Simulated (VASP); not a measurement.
Al4Cu:

```
Al Cu
1.0
     2.79704    0.00000    0.00000
    -1.39852    2.42231    0.00000
     0.00000    0.00000   22.21518
Al Cu
8 2
Direct
  0.33333 0.66667 0.85000
  0.33333 0.66667 0.05000
  0.33333 0.66667 0.45000
  0.33333 0.66667 0.65000
  0.66667 0.33333 0.95000
  0.66667 0.33333 0.15000
  0.66667 0.33333 0.35000
  0.66667 0.33333 0.55000
  0.33333 0.66667 0.25000
  0.66667 0.33333 0.75000
```

| Quantity | Value |
| --- | --- |
| Program | VASP 6.6.1 |
| Task | relaxation of cell and atoms |
| Functional | PBE |
| Potentials or basis | VASP PAW PBE potentials, release 64 (Al, Cu) |
| Cutoff | 600 eV |
| k mesh | 6 × 6 × 1 |
| Occupations | gaussian, width 0.1 eV |
| Spin | no spin polarisation |

At the start: pressure 3.3 GPa; volume 15.05 Å³/atom.

Problem. How do energy, volume and symmetry change on relaxing?

Solution. Over 8 steps the energy falls by 52.2 meV/atom and the volume is 15.67 Å³/atom (+4.1 %); space group P6_3/mmc (No. 194, to 0.05 Å).

Step by step:
| step | energy change (eV) | largest force (eV/Å) | pressure (GPa) | volume (Å³) |
| --- | --- | --- | --- | --- |
| 1 | 0.0000 | 1.1219 | 3.33 | 150.51 |
| 2 | -0.2691 | 0.7136 | -0.89 | 157.42 |
| 3 | -0.3050 | 0.5619 | -2.38 | 160.69 |
| 4 | -0.4468 | 0.3247 | -0.81 | 157.41 |
| 5 | -0.4859 | 0.3506 | 0.96 | 154.59 |
| 6 | -0.5187 | 0.1133 | 0.33 | 155.87 |
| 7 | -0.5207 | 0.0697 | 0.17 | 156.30 |
| 8 | -0.5221 | 0.0199 | -0.15 | 156.70 |

Final structure:
```
Al Cu
1.0
     2.86866    0.00000    0.00000
    -1.43433    2.48434    0.00000
     0.00000    0.00000   21.98759
Al Cu
8 2
Direct
  0.33333 0.66667 0.84102
  0.33333 0.66667 0.05226
  0.33333 0.66667 0.44773
  0.33333 0.66667 0.65898
  0.66667 0.33333 0.94774
  0.66667 0.33333 0.15898
  0.66667 0.33333 0.34102
  0.66667 0.33333 0.55227
  0.33333 0.66667 0.25000
  0.66667 0.33333 0.75000
```

Caveat: the k points lie up to 0.42 Å⁻¹ apart in the final cell.
